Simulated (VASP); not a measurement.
# BAs (zincblende type) (F-43m) in VASP: a series of runs

The runs below take BAs (zincblende type) through relaxation of cell and atoms, single point, with PBE.

Everything below comes from runs of VASP 6.6.1. Logs are shortened: lines on timing, memory, paths and dates and some standing lists are left out, and cuts for length are marked.

## Step 1: The cell of the first run

Symmetry: F-43m, No. 216, cubic system. The conventional cell has a = 4.812 Å, b = 4.812 Å, c = 4.812 Å, α = 90.00°, β = 90.00°, γ = 90.00°. B (site symmetry -43m) has 4 As at 2.08 Å within 2.8 Å. Within 2.8 Å of As (site symmetry -43m) lie 4 B at 2.08 Å.

## Step 2: Relaxation of cell and atoms, PBE

Contents of INCAR:

```
SYSTEM = BAs
ALGO = Normal
EDIFF = 1E-6
EDIFFG = -0.005
ENCUT = 600
GGA = PE
IBRION = 2
ISIF = 3
ISMEAR = -1
LASPH = .True.
LCHARG = .False.
LREAL = .False.
LWAVE = .False.
NELM = 100
NSW = 100
PREC = Accurate
SIGMA = 0.08
```

Contents of KPOINTS:

```
k-points
0
Gamma
  15 15 15
  0 0 0
```

Contents of POSCAR:

```
BAs
1.0
    0.0000000000      2.4061959241      2.4061959241
    2.4061959241      0.0000000000      2.4061959241
    2.4061959241      2.4061959241      0.0000000000
B As
1 1
Direct
    0.0000000000      0.0000000000      0.0000000000
    0.2500000000      0.2500000000      0.2500000000
```

Potentials or basis: VASP PAW PBE potentials, release 64 (B, As).

Started as:

```sh
> cat potpaw_PBE.64/B/POTCAR potpaw_PBE.64/As/POTCAR > POTCAR
> mpirun -np 1 vasp_std > vasp.out
```

OUTCAR:

```text
SYSTEM = BAs
   EDIFF = 1E-6
   EDIFFG = -0.005
   ENCUT = 600
   GGA = PE
   IBRION = 2
   ISIF = 3
   ISMEAR = -1
   LASPH = .True.
   LREAL = .False.
   NELM = 100
   NSW = 100
   PREC = Accurate

 ion  position               nearest neighbor table
   1  0.000  0.000  0.000-   2 2.08   2 2.08   2 2.08   2 2.08
   2  0.250  0.250  0.250-   1 2.08   1 2.08   1 2.08   1 2.08

  LATTYP: Found a face centered cubic cell.
 ALAT       =     4.8123918482

  Lattice vectors:

 A1 = (   0.0000000000,   2.4061959241,   2.4061959241)
 A2 = (   2.4061959241,   0.0000000000,   2.4061959241)
 A3 = (   2.4061959241,   2.4061959241,   0.0000000000)

Analysis of symmetry for initial positions (statically):
=====================================================================
 Subroutine PRICEL returns:
 Original cell was already a primitive cell.

 Routine SETGRP: Setting up the symmetry group for a
 face centered cubic supercell.

 Subroutine GETGRP returns: Found 24 space group operations
 (whereof 24 operations were pure point group operations)
 out of a pool of 48 trial point group operations.

The static configuration has the point symmetry T_d .

Analysis of symmetry for dynamics (positions and initial velocities):
=====================================================================
 Subroutine PRICEL returns:
 Original cell was already a primitive cell.

 Routine SETGRP: Setting up the symmetry group for a
 face centered cubic supercell.

 Subroutine GETGRP returns: Found 24 space group operations
 (whereof 24 operations were pure point group operations)
 out of a pool of 48 trial point group operations.

The dynamic configuration has the point symmetry T_d .

 Subroutine INISYM returns: Found 24 space group operations
 (whereof 24 operations are pure point group operations),
 and found     1 'primitive' translations

----------------------------------------------------------------------------------------

                                     Primitive cell

  volume of cell :      27.8627

  direct lattice vectors                    reciprocal lattice vectors
     0.000000000  2.406195924  2.406195924    -0.207796878  0.207796878  0.207796878
     2.406195924  0.000000000  2.406195924     0.207796878 -0.207796878  0.207796878
     2.406195924  2.406195924  0.000000000     0.207796878  0.207796878 -0.207796878

  length of vectors
     3.402874910  3.402874910  3.402874910     0.359914750  0.359914750  0.359914750

  position of ions in fractional coordinates (direct lattice)
     0.000000000  0.000000000  0.000000000
     0.250000000  0.250000000  0.250000000

  ion indices of the primitive-cell ions
   primitive index   ion index
                 1           1
                 2           2

----------------------------------------------------------------------------------------

 KPOINTS: k-points

Automatic generation of k-mesh.
 Grid dimensions read from file:
 generate k-points for:   15   15   15

 Generating k-lattice:

  Cartesian coordinates                     Fractional coordinates (reciprocal lattice)
    -0.013853125  0.013853125  0.013853125     0.066666667  0.000000000  0.000000000
     0.013853125 -0.013853125  0.013853125     0.000000000  0.066666667  0.000000000
     0.013853125  0.013853125 -0.013853125     0.000000000  0.000000000  0.066666667

  Length of vectors
     0.023994317  0.023994317  0.023994317

  Shift w.r.t. Gamma in fractional coordinates (k-lattice)
     0.000000000  0.000000000  0.000000000

 Subroutine IBZKPT returns following result:
 ===========================================

 Found    120 irreducible k-points:

 Following reciprocal coordinates:
            Coordinates               Weight
  0.000000  0.000000  0.000000      1.000000
  0.066667  0.000000  0.000000      8.000000
  0.133333  0.000000  0.000000      8.000000
  0.200000  0.000000  0.000000      8.000000
  0.266667  0.000000  0.000000      8.000000
  0.333333  0.000000  0.000000      8.000000
[... 16 lines left out ...]
  0.133333  0.133333  0.000000      6.000000
  0.200000  0.133333  0.000000     24.000000
 [... further k-points ...]
   k-points           NKPTS =    120   k-points in BZ     NKDIM =    120   number of bands    NBANDS=      8
   number of dos      NEDOS =    301   number of ions     NIONS =      2
   total plane-waves  NPLWV =  21952
   dimension x,y,z NGX =    28 NGY =   28 NGZ =   28
   dimension x,y,z NGXF=    56 NGYF=   56 NGZF=   56
   ions per type =               1   1
   NGX,Y,Z   is equivalent  to a cutoff of  13.68, 13.68, 13.68 a.u.
   NGXF,Y,Z  is equivalent  to a cutoff of  27.36, 27.36, 27.36 a.u.
 SYSTEM =  BAs
   PREC   = accura    normal or accurate (medium, high low for compatibility)
   ISTART =      0    job   : 0-new  1-cont  2-samecut
   ICHARG =      2    charge: 1-file 2-atom 10-const
   ISPIN  =      1    spin polarized calculation?
   LNONCOLLINEAR =      F non collinear calculations
   LSORBIT =      F    spin-orbit coupling
   LASPH  =      T    aspherical Exc in radial PAW
   ENCUT  =  600.0 eV  44.10 Ry    6.64 a.u.   6.80  6.80  6.80*2*pi/ulx,y,z
   NELM   =    100;   NELMIN=  2; NELMDL= -5     # of ELM steps
   EDIFF  = 0.1E-05   stopping-criterion for ELM
   LREAL  =      F    real-space projection
   EDIFFG = -.5E-02   stopping-criterion for IOM
   NSW    =    100    number of steps for IOM
   IBRION =      2    ionic relax: 0-MD 1-quasi-New 2-CG
   NFREE  =      1    steps in history (QN), initial steepest desc. (CG)
   ISIF   =      3    stress and relaxation
   ISYM   =      2    0-nonsym 1-usesym 2-fastsym
   POTIM  = 0.5000    time-step for ionic-motion
   TEBEG  =    0.0;   TEEND  =   0.0 temperature during run
   PSTRESS=    0.0 pullay stress
   NELECT =       8.0000    total number of electrons
   NUPDOWN=      -1.0000    fix difference up-down
   EMIN   =  10.00;   EMAX   =-10.00  energy-range for DOS
   EFERMI =   0.00;   METHOD = LEGACY
   ISMEAR =    -1;   SIGMA  =   0.08  broadening in eV -4-tet -1-fermi 0-gaus
   EFERMI_NEDOS =   21; number of points for ismear=-14 and -15
   IALGO  =     38    algorithm
   IMIX   =      4    mixing-type and parameters
     AMIX     =   0.40;   BMIX     =  1.00
     AMIX_MAG =   1.60;   BMIX_MAG =  1.00
  volume/ion in A,a.u.               =      13.93        94.01
  Fermi-wavevector in a.u.,A,eV,Ry     =   1.080017  2.040936 15.870329  1.166436
  Thomas-Fermi vector in A             =   2.215997
   LORBIT       =      0    0 simple, 1 ext, 2 COOP (PROOUT), +10 PAW based schemes
   GGA     = PE    functional components
   LHFCALC =     F    Hartree Fock is set to
   AEXX    =    0.0000 exact exchange contribution
   IVDW    =     0    specifies the selected vdW correction
   LEPSILON=     F    determine dielectric tensor
   LRPA    =     F    only Hartree local field effects (RPA)
 conjugate gradient relaxation of ions
 non-spin polarized calculation
  energy-cutoff  :      600.00
  volume of cell :       27.86
 maximum number of plane-waves:       944
   NGX = 13   NGY = 13   NGZ = 13

--------------------------------------- Ionic step        1  -------------------------------------------

 number of electron       8.0000000 magnetization

 Free energy of the ion-electron system (eV)
  ---------------------------------------------------
  ext. energy  EPLUGINS =         0.00000000
  ---------------------------------------------------
  free energy    TOTEN  =       -11.41484171 eV

  energy without entropy =      -11.41483643  energy(sigma->0) =      -11.41483907

------------------------ aborting loop because EDIFF is reached ----------------------------------------

  FORCE on cell =-STRESS in cart. coord.  units (eV):
  Direction    XX          YY          ZZ          XY          YZ          ZX
  --------------------------------------------------------------------------------------
  -------------------------------------------------------------------------------------
  Total        0.0570773      0.0570773      0.0570773      0.0000000      0.0000000     -0.0000000
  in kB        3.2820950      3.2820950      3.2820950      0.0000000      0.0000000     -0.0000000
  external PRESSURE =       3.2820950 kB  Pullay stress =       0.0000000 kB
[... 57 lines left out ...]
  energy  without entropy=      -11.4148737496  energy(sigma->0) =      -11.41487634

--------------------------------------- Ionic step        3  -------------------------------------------

 number of electron       8.0000000 magnetization

 Free energy of the ion-electron system (eV)
  ---------------------------------------------------
  ext. energy  EPLUGINS =         0.00000000
  ---------------------------------------------------
  free energy    TOTEN  =       -11.41491111 eV

  energy without entropy =      -11.41490589  energy(sigma->0) =      -11.41490850

 E-fermi :   6.4430     XC(G=0): -10.4778

 val. band max:        5.8565784369   @ k =   0.0000   0.0000   0.0000
 cond. band min:       7.0575991151   @ k =   0.4000   0.4000   0.0000
 fundamental gap:      1.2010206783
 Fermi energy:         6.4430190784

 k-point     1 :       0.0000    0.0000    0.0000
  band No.  band energies     occupation
      1      -9.3217      2.00000
      2       5.8566      1.99869
      3       5.8566      1.99869
      4       5.8566      1.99869
      5       9.1026      0.00000
      6       9.1026      0.00000
      7       9.1026      0.00000
      8      10.2326      0.00000
[... 243 lines left out ...]
 k-point    24 :       0.2000    0.1333    0.0000
  band No.  band energies     occupation
      1      -8.6842      2.00000
      2       3.0524      2.00000
      3       4.2094      2.00000
      4       4.4027      2.00000
      5       8.3540      0.00000
      6      10.8122      0.00000
      7      11.3559      0.00000
      8      11.8553      0.00000

 [... further k-points ...]
[... 5 lines left out ...]
  --------------------------------------------------------------------------------------
  -------------------------------------------------------------------------------------
  Total       -0.0005267     -0.0005267     -0.0005267     -0.0000000     -0.0000000     -0.0000000
  in kB       -0.0302102     -0.0302102     -0.0302102     -0.0000000     -0.0000000     -0.0000000
  external PRESSURE =      -0.0302102 kB  Pullay stress =       0.0000000 kB
[... 17 lines left out ...]
  FREE ENERGIE OF THE ION-ELECTRON SYSTEM (eV)
  ---------------------------------------------------
  free  energy   TOTEN  =       -11.4149111101 eV

  energy  without entropy=      -11.4149058931  energy(sigma->0) =      -11.41490850

 reached required accuracy - stopping structural energy minimisation
```

Run time: 51 s. Hardware: 1 thread of Intel Xeon Platinum 8259CL at 2.50GHz (Skylake/Cascade Lake), shared host; peak memory 0.19 GiB.

What came out:

```yaml
Free_energy: -11.4149 eV
Relaxed_volume: 13.97 Å³/atom
Relaxed_cell: a = 3.406 Å, b = 3.406 Å, c = 3.406 Å, α = 60.00°, β = 60.00°, γ = 60.00°
Space_group_after_relaxing_to_0.05_Å: F-43m (No. 216)
Energy_gained_by_relaxing: 0.0 meV/atom
Ionic_steps: 3
Pressure_after_relaxing: 0.0 GPa
Band_gap_on_the_k_mesh: 1.20 eV, indirect (least direct gap 3.25 eV)
```

Final structure:
```xyz
2
Lattice="0.0000 2.4082 2.4082 2.4082 0.0000 2.4082 2.4082 2.4082 0.0000" Properties=species:S:1:pos:R:3 pbc="T T T"
B     0.0000    0.0000    0.0000
As    1.2041    1.2041    1.2041
```

Levels at points of the mesh, in eV from the valence-band top:
```tsv
k point	band 1	band 2	band 3	band 4	band 5	band 6	band 7	band 8
(0.00, 0.00, 0.00)	-15.18	0.00	0.00	0.00	3.25	3.25	3.25	4.38
```

A k mesh can miss the band edges. A hybrid or GW would open this gap; PBE tends to underestimate it.

## Step 3: Single point, PBE (volume scaled by 0.9405)

Contents of INCAR:

```
SYSTEM = BAs
  ALGO = Normal
  EDIFF = 1E-7
  ENCUT = 520
  GGA = PE
  ISIF = 2
  ISMEAR = -1
  LASPH = .TRUE.
  LCHARG = .FALSE.
  LREAL = .FALSE.
  LWAVE = .FALSE.
  NBANDS = 11
  NELM = 80
  PREC = Accurate
  SIGMA = 0.08
```

Contents of KPOINTS:

```
k-points
0
G
  15 15 15
  0 0 0
```

Contents of POSCAR:

```
BAs
1.0
    0.0000000000      2.3559877699      2.3559877699
    2.3559877699      0.0000000000      2.3559877699
    2.3559877699      2.3559877699      0.0000000000
B As
1 1
Direct
    0.0000000000      0.0000000000      0.0000000000
    0.2500000000      0.2500000000      0.2500000000
```

Potentials or basis: VASP PAW PBE potentials, release 64 (B, As).

Started as:

```sh
> cat potpaw_PBE.64/B/POTCAR potpaw_PBE.64/As/POTCAR > POTCAR
> mpirun -np 1 vasp_std > vasp.out
```

Run time: 57 s. Hardware: 1 thread of Intel Xeon Platinum 8488C (Sapphire Rapids), shared host; peak memory 0.18 GiB.

It converged, with:

```yaml
Free_energy: -11.3615 eV
Pressure: 10.0 GPa
Band_gap_on_the_k_mesh: 1.13 eV, indirect (least direct gap 3.33 eV)
```

Levels at points of the mesh, in eV from the valence-band top:
```
           k point  band 1  band 2  band 3  band 4  band 5  band 6  band 7  band 8  band 9
(0.00, 0.00, 0.00)  -15.78    0.00    0.00    0.00    3.33    3.33    3.33    5.22    9.79
```

Caveat: the cell differs from its parent crystal (volume scaled by 0.9405).

## Step 4: Single point, PBE (volume scaled by 0.98)

Contents of INCAR:

```
  PREC = Accurate
  ENCUT = 520
  EDIFF = 1E-6
  ISMEAR = -1
  SIGMA = 0.08
  LREAL = F
  LASPH = T
  NELM = 60
  ALGO = Normal
  ISIF = 2
  LWAVE = F
  LCHARG = F
  GGA = PE
  NBANDS = 11
```

Contents of KPOINTS:

```
regular mesh
0
Gamma
  15 15 15
```

Contents of POSCAR:

```
BAs
1.0
    0.0000000000      2.3885194947      2.3885194947
    2.3885194947      0.0000000000      2.3885194947
    2.3885194947      2.3885194947      0.0000000000
B As
1 1
Direct
    0.0000000000      0.0000000000      0.0000000000
    0.2500000000      0.2500000000      0.2500000000
```

Started as:

```sh
> cat potpaw_PBE.64/B/POTCAR potpaw_PBE.64/As/POTCAR > POTCAR
> mpirun -np 1 vasp_std > vasp.out
```

Run time: 48 s. Hardware: 1 thread of Intel Xeon Platinum 8488C (Sapphire Rapids), shared host; peak memory 0.18 GiB.

The run converged. Its results:

| Property | Result |
| --- | --- |
| Free energy | -11.4068 eV |
| Pressure | 3.4 GPa |
| Band gap on the k mesh | 1.18 eV, indirect (least direct gap 3.28 eV) |

Levels at points of the mesh, in eV from the valence-band top:
```tsv
k point	band 2	band 3	band 4	band 5	band 6	band 7
(0.00, 0.00, 0.00)	0.00	0.00	0.00	3.28	3.28	3.28
```

Caveat: the cell differs from its parent crystal (volume scaled by 0.98).

## Step 5: Single point, PBE

Contents of INCAR:

```
PREC = Accurate
ENCUT = 520
EDIFF = 1E-7
ISMEAR = -1
SIGMA = 0.08
LREAL = False
LASPH = True
NELM = 80
ALGO = Normal
ISIF = 2
LWAVE = False
LCHARG = False
GGA = PE
NBANDS = 11
```

Contents of KPOINTS:

```
Automatic mesh
0
Gamma
  15 15 15
```

Contents of POSCAR:

```
BAs
1.0
    0.0000000000      2.4046586295      2.4046586295
    2.4046586295      0.0000000000      2.4046586295
    2.4046586295      2.4046586295      0.0000000000
B As
1 1
Direct
    0.0000000000      0.0000000000      0.0000000000
    0.2500000000      0.2500000000      0.2500000000
```

Started as:

```sh
> cat potpaw_PBE.64/B/POTCAR potpaw_PBE.64/As/POTCAR > POTCAR
> mpirun -np 1 vasp_std > vasp.out
```

Wall time 46 s (1 thread of Intel Xeon Platinum 8488C (Sapphire Rapids), shared host); peak memory 0.18 GiB.

Results (log left out):

```yaml
Free_energy: -11.4138 eV
Pressure: 0.6 GPa
Band_gap_on_the_k_mesh: 1.20 eV, indirect (least direct gap 3.25 eV)
```

Levels at points of the mesh, in eV from the valence-band top:
| k point | band 1 | band 2 | band 3 | band 4 | band 5 | band 6 | band 7 | band 8 | band 9 |
| --- | --- | --- | --- | --- | --- | --- | --- | --- | --- |
| (0.00, 0.00, 0.00) | -15.22 | 0.00 | 0.00 | 0.00 | 3.25 | 3.25 | 3.25 | 4.43 | 9.49 |

A k mesh can miss the band edges. Expect the measured gap to be larger: semilocal functionals such as PBE lack the derivative discontinuity.

## Step 6: Summary

| task | cell | cutoff (eV) | gap on the mesh (eV) | pressure (GPa) |
| --- | --- | --- | --- | --- |
| relaxation of cell and atoms | relaxed from a = 3.403 Å, angles 60.0°, 2 atoms | 600 | 1.20 | 0.0 |
| single point | a = 3.332 Å, angles 60.0°, 2 atoms | 520 | 1.13 | 10.0 |
| single point | a = 3.378 Å, angles 60.0°, 2 atoms | 520 | 1.18 | 3.4 |
| single point | a = 3.401 Å, angles 60.0°, 2 atoms | 520 | 1.20 | 0.6 |

Alike in all rows: level PBE; potentials or basis VASP PAW PBE potentials, release 64 (B, As); no spin polarisation; k mesh 15 × 15 × 15; smearing fermi-dirac 0.08 eV.

Absolute energies hang on the potentials; compare differences alone.
